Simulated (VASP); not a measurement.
# Si2Ni (Fm-3m) in VASP: a series of runs

The runs below take Si2Ni through single point, with PBE.

Program: VASP 6.6.1. These are calculated values, not measurements. Logs are shortened: lines on timing, memory, paths and dates and some standing lists are left out, and cuts for length are marked.

**1. The cell of the first run**

Symmetry: Fm-3m, No. 225, cubic system. Conventional cell: a = 5.098 Å, b = 5.098 Å, c = 5.098 Å, α = 90.00°, β = 90.00°, γ = 90.00°. Si (site symmetry -43m) has 4 Ni at 2.21 Å and 6 Si at 2.55 Å within 2.9 Å. Within 2.9 Å of Ni (site symmetry m-3m) lie 8 Si at 2.21 Å.

**2. Single point, PBE (11.04 Å³/atom)**

Contents of INCAR:

```
SYSTEM = Si2Ni
PREC     = Accurate       ! precision mode
ENCUT    = 520            ! plane-wave cutoff, eV
EDIFF    = 1E-6           ! SCF threshold, eV
ISMEAR   = 0              ! smearing method
SIGMA    = 0.15           ! smearing width, eV
LREAL    = .False.        ! projectors in reciprocal space
LASPH    = .True.         ! aspherical terms in the spheres
NELM     = 60             ! most SCF steps
ALGO     = Normal         ! electronic algorithm
ISIF     = 2              ! what is computed and relaxed
LWAVE    = .False.        ! write WAVECAR
LCHARG   = .False.        ! write CHGCAR
GGA      = PE             ! functional
NBANDS   = 16             ! bands
```

Contents of KPOINTS:

```
Automatic mesh
0
Gamma
  14 14 14
  0 0 0
```

Contents of POSCAR:

```
Si2Ni
1.0
    0.0000000000      2.5488268344      2.5488268344
    2.5488268344      0.0000000000      2.5488268344
    2.5488268344      2.5488268344      0.0000000000
Si Ni
2 1
Direct
    0.2500000000      0.2500000000      0.2500000000
    0.7500000000      0.7500000000      0.7500000000
    0.0000000000      0.0000000000      0.0000000000
```

Potentials or basis: VASP PAW PBE potentials, release 64 (Si, Ni).

The run is started by

```sh
$ cat potpaw_PBE.64/Si/POTCAR potpaw_PBE.64/Ni/POTCAR > POTCAR
$ mpirun -np 1 vasp_std > vasp.out
```

OUTCAR:

```text
SYSTEM = Si2Ni
   PREC = Accurate
   ENCUT = 520
   EDIFF = 1E-6
   ISMEAR = 0
   LREAL = .False.
   LASPH = .True.
   NELM = 60
   ISIF = 2
   GGA = PE

 ion  position               nearest neighbor table
   1  0.250  0.250  0.250-   3 2.21   3 2.21   3 2.21   3 2.21   2 2.55   2 2.55   2 2.55   2 2.55
                             2 2.55   2 2.55
   2  0.750  0.750  0.750-   3 2.21   3 2.21   3 2.21   3 2.21   1 2.55   1 2.55   1 2.55   1 2.55
                             1 2.55   1 2.55
   3  0.000  0.000  0.000-   2 2.21   2 2.21   2 2.21   1 2.21   2 2.21   1 2.21   1 2.21   1 2.21

  LATTYP: Found a face centered cubic cell.
 ALAT       =     5.0976536688

  Lattice vectors:

 A1 = (   0.0000000000,   2.5488268344,   2.5488268344)
 A2 = (   2.5488268344,   0.0000000000,   2.5488268344)
 A3 = (   2.5488268344,   2.5488268344,   0.0000000000)

Analysis of symmetry for initial positions (statically):
=====================================================================
 Subroutine PRICEL returns:
 Original cell was already a primitive cell.

 Routine SETGRP: Setting up the symmetry group for a
 face centered cubic supercell.

 Subroutine GETGRP returns: Found 48 space group operations
 (whereof 48 operations were pure point group operations)
 out of a pool of 48 trial point group operations.

The static configuration has the point symmetry O_h .

Analysis of symmetry for dynamics (positions and initial velocities):
=====================================================================
 Subroutine PRICEL returns:
 Original cell was already a primitive cell.

 Routine SETGRP: Setting up the symmetry group for a
 face centered cubic supercell.

 Subroutine GETGRP returns: Found 48 space group operations
 (whereof 48 operations were pure point group operations)
 out of a pool of 48 trial point group operations.

The dynamic configuration has the point symmetry O_h .

 Subroutine INISYM returns: Found 48 space group operations
 (whereof 48 operations are pure point group operations),
 and found     1 'primitive' translations

----------------------------------------------------------------------------------------

                                     Primitive cell

  volume of cell :      33.1170

  direct lattice vectors                    reciprocal lattice vectors
     0.000000000  2.548826834  2.548826834    -0.196168682  0.196168682  0.196168682
     2.548826834  0.000000000  2.548826834     0.196168682 -0.196168682  0.196168682
     2.548826834  2.548826834  0.000000000     0.196168682  0.196168682 -0.196168682

  length of vectors
     3.604585477  3.604585477  3.604585477     0.339774124  0.339774124  0.339774124

  position of ions in fractional coordinates (direct lattice)
     0.250000000  0.250000000  0.250000000
     0.750000000  0.750000000  0.750000000
     0.000000000  0.000000000  0.000000000

  ion indices of the primitive-cell ions
   primitive index   ion index
                 1           1
                 2           2
                 3           3

----------------------------------------------------------------------------------------

 KPOINTS: Automatic mesh

Automatic generation of k-mesh.
 Grid dimensions read from file:
 generate k-points for:   14   14   14

 Generating k-lattice:

  Cartesian coordinates                     Fractional coordinates (reciprocal lattice)
    -0.014012049  0.014012049  0.014012049     0.071428571  0.000000000  0.000000000
     0.014012049 -0.014012049  0.014012049     0.000000000  0.071428571  0.000000000
     0.014012049  0.014012049 -0.014012049     0.000000000  0.000000000  0.071428571

  Length of vectors
     0.024269580  0.024269580  0.024269580

  Shift w.r.t. Gamma in fractional coordinates (k-lattice)
     0.000000000  0.000000000  0.000000000

 Subroutine IBZKPT returns following result:
 ===========================================

 Found    104 irreducible k-points:

 Following reciprocal coordinates:
            Coordinates               Weight
  0.000000  0.000000  0.000000      1.000000
  0.071429  0.000000  0.000000      8.000000
  0.142857  0.000000  0.000000      8.000000
  0.214286  0.000000  0.000000      8.000000
  0.285714  0.000000  0.000000      8.000000
  0.357143  0.000000  0.000000      8.000000
[... 16 lines left out ...]
  0.214286  0.142857  0.000000     24.000000
  0.285714  0.142857  0.000000     24.000000
 [... further k-points ...]
   k-points           NKPTS =    104   k-points in BZ     NKDIM =    104   number of bands    NBANDS=     16
   number of dos      NEDOS =    301   number of ions     NIONS =      3
   total plane-waves  NPLWV =  21952
   dimension x,y,z NGX =    28 NGY =   28 NGZ =   28
   dimension x,y,z NGXF=    56 NGYF=   56 NGZF=   56
   ions per type =               2   1
   NGX,Y,Z   is equivalent  to a cutoff of  12.91, 12.91, 12.91 a.u.
   NGXF,Y,Z  is equivalent  to a cutoff of  25.83, 25.83, 25.83 a.u.
 SYSTEM =  Si2Ni
   PREC   = accura    normal or accurate (medium, high low for compatibility)
   ISTART =      0    job   : 0-new  1-cont  2-samecut
   ICHARG =      2    charge: 1-file 2-atom 10-const
   ISPIN  =      1    spin polarized calculation?
   LNONCOLLINEAR =      F non collinear calculations
   LSORBIT =      F    spin-orbit coupling
   LASPH  =      T    aspherical Exc in radial PAW
   ENCUT  =  520.0 eV  38.22 Ry    6.18 a.u.   6.70  6.70  6.70*2*pi/ulx,y,z
   NELM   =     60;   NELMIN=  2; NELMDL= -5     # of ELM steps
   EDIFF  = 0.1E-05   stopping-criterion for ELM
   LREAL  =      F    real-space projection
   EDIFFG = 0.1E-04   stopping-criterion for IOM
   NSW    =      0    number of steps for IOM
   IBRION =     -1    ionic relax: 0-MD 1-quasi-New 2-CG
   NFREE  =      0    steps in history (QN), initial steepest desc. (CG)
   ISIF   =      2    stress and relaxation
   ISYM   =      2    0-nonsym 1-usesym 2-fastsym
   POTIM  = 0.5000    time-step for ionic-motion
   TEBEG  =    0.0;   TEEND  =   0.0 temperature during run
   PSTRESS=    0.0 pullay stress
   NELECT =      18.0000    total number of electrons
   NUPDOWN=      -1.0000    fix difference up-down
   EMIN   =  10.00;   EMAX   =-10.00  energy-range for DOS
   EFERMI =   0.00;   METHOD = LEGACY
   ISMEAR =     0;   SIGMA  =   0.15  broadening in eV -4-tet -1-fermi 0-gaus
   EFERMI_NEDOS =   21; number of points for ismear=-14 and -15
   IALGO  =     38    algorithm
   IMIX   =      4    mixing-type and parameters
     AMIX     =   0.40;   BMIX     =  1.00
     AMIX_MAG =   1.60;   BMIX_MAG =  1.00
  volume/ion in A,a.u.               =      11.04        74.49
  Fermi-wavevector in a.u.,A,eV,Ry     =   1.336027  2.524726 24.285977  1.784969
  Thomas-Fermi vector in A             =   2.464686
   LORBIT       =      0    0 simple, 1 ext, 2 COOP (PROOUT), +10 PAW based schemes
   GGA     = PE    functional components
   LHFCALC =     F    Hartree Fock is set to
   AEXX    =    0.0000 exact exchange contribution
   IVDW    =     0    specifies the selected vdW correction
   LEPSILON=     F    determine dielectric tensor
   LRPA    =     F    only Hartree local field effects (RPA)
 non-spin polarized calculation
 Gauss-broadening in eV      SIGMA  =   0.15
  energy-cutoff  :      520.00
  volume of cell :       33.12
 maximum number of plane-waves:       911
   NGX = 13   NGY = 13   NGZ = 13

 number of electron      17.9999994 magnetization

 Free energy of the ion-electron system (eV)
  ---------------------------------------------------
  ext. energy  EPLUGINS =         0.00000000
  ---------------------------------------------------
  free energy    TOTEN  =       -16.52675998 eV

  energy without entropy =      -16.51750597  energy(sigma->0) =      -16.52213298

 E-fermi :  13.4780     XC(G=0): -12.4179

 val. band max:       13.4698916483   @ k =   0.4286   0.3571   0.0714
 cond. band min:      13.5032609663   @ k =  -0.2143   0.0714   0.0000
 fundamental gap:      0.0333693181
 Fermi energy:        13.4780162296

 k-point     1 :       0.0000    0.0000    0.0000
  band No.  band energies     occupation
      1      -2.3682      2.00000
      2       6.7983      2.00000
      3       6.7983      2.00000
      4       6.7983      2.00000
      5       8.6593      2.00000
      6       8.6593      2.00000
[... 8 lines left out ...]
     15      18.4579      0.00000
     16      18.4579      0.00000

 k-point     2 :       0.0714    0.0000    0.0000
  band No.  band energies     occupation
      1      -2.2818      2.00000
      2       6.6737      2.00000
      3       6.8263      2.00000
      4       6.8263      2.00000
      5       8.6416      2.00000
      6       8.6416      2.00000
[... 8 lines left out ...]
     15      17.9323      0.00000
     16      18.2980      0.00000

 k-point     3 :       0.1429    0.0000    0.0000
  band No.  band energies     occupation
      1      -2.0237      2.00000
      2       6.3026      2.00000
      3       6.9039      2.00000
      4       6.9039      2.00000
      5       8.6009      2.00000
      6       8.6009      2.00000
[... 8 lines left out ...]
     15      17.9066      0.00000
     16      18.2841      0.00000

 k-point     4 :       0.2143    0.0000    0.0000
  band No.  band energies     occupation
      1      -1.5976      2.00000
      2       5.6871      2.00000
      3       7.0110      2.00000
      4       7.0110      2.00000
      5       8.5716      2.00000
      6       8.5716      2.00000
[... 8 lines left out ...]
     15      18.2330      0.00000
     16      19.6017      0.00000
[... 324 lines left out ...]
 k-point    22 :       0.1429    0.1429    0.0000
  band No.  band energies     occupation
      1      -1.9088      2.00000
      2       6.3756      2.00000
      3       6.8641      2.00000
      4       6.8641      2.00000
      5       8.3404      2.00000
      6       8.7594      2.00000
[... 8 lines left out ...]
     15      18.9601      0.00000
     16      18.9601      0.00000

 k-point    23 :       0.2143    0.1429    0.0000
  band No.  band energies     occupation
      1      -1.5958      2.00000
      2       6.0477      2.00000
      3       6.9218      2.00000
      4       6.9452      2.00000
      5       8.1746      2.00000
      6       8.7990      2.00000
[... 8 lines left out ...]
     15      19.5548      0.00000
     16      19.8133      0.00000

 k-point    24 :       0.2857    0.1429    0.0000
  band No.  band energies     occupation
      1      -1.1179      2.00000
      2       5.4657      2.00000
      3       7.0107      2.00000
      4       7.0390      2.00000
      5       8.0602      2.00000
      6       8.8419      2.00000
[... 8 lines left out ...]
     15      20.6671      0.00000
     16      21.2476      0.00000

 [... further k-points ...]

------------------------ aborting loop because EDIFF is reached ----------------------------------------

  FORCE on cell =-STRESS in cart. coord.  units (eV):
  Direction    XX          YY          ZZ          XY          YZ          ZX
  --------------------------------------------------------------------------------------
  -------------------------------------------------------------------------------------
  Total        9.3204725      9.3204725      9.3204725     -0.0000000     -0.0000000     -0.0000000
  in kB      450.9179514    450.9179514    450.9179514     -0.0000000     -0.0000000     -0.0000000
  external PRESSURE =     450.9179514 kB  Pullay stress =       0.0000000 kB

 VOLUME and BASIS-vectors are now :
 -----------------------------------------------------------------------------
  energy-cutoff  :      520.00
  volume of cell :       33.12
      direct lattice vectors                 reciprocal lattice vectors
     0.000000000  2.548826834  2.548826834    -0.196168682  0.196168682  0.196168682
     2.548826834  0.000000000  2.548826834     0.196168682 -0.196168682  0.196168682
     2.548826834  2.548826834  0.000000000     0.196168682  0.196168682 -0.196168682

 POSITION                                       TOTAL-FORCE (eV/Angst)
 -----------------------------------------------------------------------------------
      1.27441      1.27441      1.27441         0.000000      0.000000      0.000000
      3.82324      3.82324      3.82324        -0.000000     -0.000000     -0.000000
      0.00000      0.00000      0.00000        -0.000000      0.000000      0.000000
 -----------------------------------------------------------------------------------
    total drift:                               -0.000000     -0.000000      0.000000

  FREE ENERGIE OF THE ION-ELECTRON SYSTEM (eV)
  ---------------------------------------------------
  free  energy   TOTEN  =       -16.5267599804 eV

  energy  without entropy=      -16.5175059734  energy(sigma->0) =      -16.52213298
```

Wall time 65 s (1 thread of Intel Xeon Platinum 8259CL at 2.50GHz (Skylake/Cascade Lake), shared host); peak memory 0.19 GiB.

Results:

```
Free energy            : -16.5268 eV
Pressure               : 45.1 GPa
Band gap on the k mesh : zero (bands 9 and 10 overlap by 2.05 eV)
```

Caveat: the cell stands under pressure. Spin polarisation is off, so any magnetic state and its effect on volume and gap are missing.

**3. Single point, PBE (11.85 Å³/atom)**

This run uses another cell than the first one, of 11.85 Å³/atom.

Contents of INCAR:

```
PREC = Accurate ; ENCUT = 520
EDIFF = 1E-6 ; ISMEAR = 0
SIGMA = 0.15 ; LREAL = F
LASPH = T ; NELM = 100
ALGO = Normal ; ISIF = 2
LWAVE = F ; LCHARG = T
GGA = PE ; LELF = T
LVHAR = T ; NBANDS = 16
```

Contents of KPOINTS:

```
Automatic mesh
0
Gamma
  14 14 14
```

Contents of POSCAR:

```
Si2Ni
1.0
    0.0000000000      2.6095555680      2.6095555680
    2.6095555680      0.0000000000      2.6095555680
    2.6095555680      2.6095555680      0.0000000000
Si Ni
2 1
Direct
    0.2500000000      0.2500000000      0.2500000000
    0.7500000000      0.7500000000      0.7500000000
    0.0000000000      0.0000000000      0.0000000000
```

Potentials or basis: VASP PAW PBE potentials, release 64 (Si, Ni).

The run is started by

```sh
$ cat potpaw_PBE.64/Si/POTCAR potpaw_PBE.64/Ni/POTCAR > POTCAR
$ mpirun -np 1 vasp_std > vasp.out
```

Run time: 75 s. Hardware: 1 thread of Intel Xeon Platinum 8259CL at 2.50GHz (Skylake/Cascade Lake), shared host; peak memory 0.19 GiB.

The run converged. Its results:

| Quantity | Value |
| --- | --- |
| Free energy | -17.0447 eV |
| Pressure | 24.4 GPa |
| Band gap on the k mesh | zero (bands 9 and 10 overlap by 2.11 eV) |

Levels at points of the mesh, in eV from the Fermi level:
| k point | band 5 | band 6 | band 7 | band 8 | band 9 | band 10 | band 11 | band 12 | band 13 | band 14 |
| --- | --- | --- | --- | --- | --- | --- | --- | --- | --- | --- |
| (0.00, 0.00, 0.00) | -4.26 | -4.26 | 0.46 | 1.73 | 1.73 | 1.73 | 1.96 | 1.96 | 1.96 | 4.86 |
| (0.50, 0.00, 0.00) | -4.38 | -4.03 | -4.03 | -1.84 | -1.84 | 1.72 | 1.72 | 1.83 | 3.15 | 9.37 |
| (0.50, 0.50, 0.00) | -5.18 | -4.31 | -4.31 | -4.12 | -3.77 | -0.39 | 1.06 | 7.54 | 9.07 | 9.07 |

Caveat: the cell stands under pressure.

**4. Single point, PBE (12.66 Å³/atom)**

This run uses another cell than the first one, of 12.66 Å³/atom.

Contents of INCAR:

```
SYSTEM = Si2Ni
ALGO = Normal ; EDIFF = 1E-6
ENCUT = 520 ; GGA = PE
ISIF = 2 ; ISMEAR = 0
LASPH = .True. ; LCHARG = .True.
LELF = .True. ; LREAL = .False.
LVHAR = .True. ; LWAVE = .False.
NBANDS = 16 ; NELM = 80
PREC = Accurate ; SIGMA = 0.15
```

Contents of KPOINTS:

```
k-points
0
Gamma
  14 14 14
  0 0 0
```

Contents of POSCAR:

```
Si2Ni
1.0
    0.0000000000      2.6675821510      2.6675821510
    2.6675821510      0.0000000000      2.6675821510
    2.6675821510      2.6675821510      0.0000000000
Si Ni
2 1
Direct
    0.2500000000      0.2500000000      0.2500000000
    0.7500000000      0.7500000000      0.7500000000
    0.0000000000      0.0000000000      0.0000000000
```

Potentials or basis: VASP PAW PBE potentials, release 64 (Si, Ni).

The run is started by

```sh
$ cat potpaw_PBE.64/Si/POTCAR potpaw_PBE.64/Ni/POTCAR > POTCAR
$ mpirun -np 1 vasp_std > vasp.out
```

OUTCAR:

```text
SYSTEM = Si2Ni
   EDIFF = 1E-6
   ENCUT = 520
   GGA = PE
   ISIF = 2
   ISMEAR = 0
   LASPH = .True.
   LREAL = .False.
   NELM = 80
   PREC = Accurate

 ion  position               nearest neighbor table
   1  0.250  0.250  0.250-   3 2.31   3 2.31   3 2.31   3 2.31   2 2.67   2 2.67   2 2.67   2 2.67
                             2 2.67   2 2.67
   2  0.750  0.750  0.750-   3 2.31   3 2.31   3 2.31   3 2.31   1 2.67   1 2.67   1 2.67   1 2.67
                             1 2.67   1 2.67
[... 655 lines left out ...]
  Direction    XX          YY          ZZ          XY          YZ          ZX
  --------------------------------------------------------------------------------------
  -------------------------------------------------------------------------------------
  Total        2.4086291      2.4086291      2.4086291      0.0000000     -0.0000000      0.0000000
  in kB      101.6475946    101.6475946    101.6475946      0.0000000     -0.0000000      0.0000000
  external PRESSURE =     101.6475946 kB  Pullay stress =       0.0000000 kB

 VOLUME and BASIS-vectors are now :
 -----------------------------------------------------------------------------
  energy-cutoff  :      520.00
  volume of cell :       37.97
      direct lattice vectors                 reciprocal lattice vectors
     0.000000000  2.667582151  2.667582151    -0.187435652  0.187435652  0.187435652
     2.667582151  0.000000000  2.667582151     0.187435652 -0.187435652  0.187435652
     2.667582151  2.667582151  0.000000000     0.187435652  0.187435652 -0.187435652

 POSITION                                       TOTAL-FORCE (eV/Angst)
 -----------------------------------------------------------------------------------
      1.33379      1.33379      1.33379         0.000000      0.000000      0.000000
      4.00137      4.00137      4.00137        -0.000000     -0.000000     -0.000000
      0.00000      0.00000      0.00000        -0.000000     -0.000000     -0.000000
 -----------------------------------------------------------------------------------
    total drift:                               -0.000000     -0.000000      0.000000

  FREE ENERGIE OF THE ION-ELECTRON SYSTEM (eV)
  ---------------------------------------------------
  free  energy   TOTEN  =       -17.3012836402 eV

  energy  without entropy=      -17.2911550094  energy(sigma->0) =      -17.29621932
```

Run time: 93 s. Hardware: 1 thread of Intel Xeon Platinum 8259CL at 2.50GHz (Skylake/Cascade Lake), shared host; peak memory 0.2 GiB.

What came out:

| Quantity | Value |
| --- | --- |
| Free energy | -17.3013 eV |
| Pressure | 10.2 GPa |
| Band gap on the k mesh | zero (bands 9 and 10 overlap by 2.12 eV) |

Levels at points of the mesh, in eV from the Fermi level:
| k point | band 6 | band 7 | band 8 | band 9 | band 10 | band 11 | band 12 | band 13 |
| --- | --- | --- | --- | --- | --- | --- | --- | --- |
| (0.00, 0.00, 0.00) | -3.79 | -0.04 | 1.70 | 1.70 | 1.70 | 2.16 | 2.16 | 2.16 |
| (0.50, 0.00, 0.00) | -3.59 | -3.59 | -1.60 | -1.60 | 1.76 | 1.76 | 1.80 | 2.79 |
| (0.50, 0.50, 0.00) | -3.87 | -3.87 | -3.69 | -3.36 | -0.42 | 1.27 | 7.65 | 8.57 |

Caveat: the cell stands under pressure. Spin polarisation is off, so any magnetic state and its effect on volume and gap are missing.

(Continued in part 2 of 2.)
